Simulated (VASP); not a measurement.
# TaBiO: single point with PBE

The system is TaBiO.

```xyz
3
Lattice="3.0314 0.0000 0.0000 0.0000 3.0314 0.0000 0.0000 0.0000 6.1625" Properties=species:S:1:pos:R:3 pbc="T T T"
Ta    1.5157    1.5157    3.0813
Bi    0.0000    0.0000    0.0000
O     0.0000    0.0000    3.0813
```

The cell was generated, and may not be a known phase.

| Quantity | Value |
| --- | --- |
| Program | VASP 6.6.1 |
| Task | single point |
| Functional | PBE |
| Potentials or basis | VASP PAW PBE potentials, release 64 (Ta_pv, Bi_d, O) |
| Cutoff | 520 eV |
| k mesh | 16 × 16 × 8 |
| Occupations | gaussian, width 0.1 eV |
| Spin | no spin polarisation |

* Pressure: 0.1 GPa
* Band gap on the k mesh: zero (bands 16 and 17 overlap by 2.87 eV)

Stress tensor (GPa, compression positive):
```
 0.21  0.00  0.00
 0.00  0.21  0.00
 0.00  0.00 -0.10
```

Levels at points of the mesh, in eV from the Fermi level:
```tsv
k point	band 12	band 13	band 14	band 15	band 16	band 17	band 18	band 19	band 20	band 21
(0.00, 0.00, 0.00)	-5.64	-5.64	-3.66	-2.15	-1.14	1.24	1.24	1.70	1.75	4.81
(0.50, 0.00, 0.00)	-8.14	-7.24	-5.66	-0.09	0.55	1.75	1.81	1.99	2.23	5.27
(0.50, 0.50, 0.00)	-6.60	-5.58	-2.96	-2.96	-1.76	-1.76	-0.23	2.85	3.51	4.19
(0.00, 0.00, 0.50)	-5.63	-5.63	-5.06	-3.66	1.09	1.09	1.57	1.75	3.39	4.35
(0.50, 0.00, 0.50)	-8.14	-6.41	-5.51	-1.20	-1.18	1.24	1.75	1.96	5.07	6.94
(0.50, 0.50, 0.50)	-6.56	-4.95	-3.60	-3.60	-0.68	-0.68	0.15	1.77	2.75	3.73
```

It took 80 s on 1 thread of Intel(R) Xeon(R) 6975P-C (Granite Rapids), on a shared host, peak memory 0.41 GiB.

Caveat: spin-orbit coupling is left out, which moves the levels of the heavy elements.
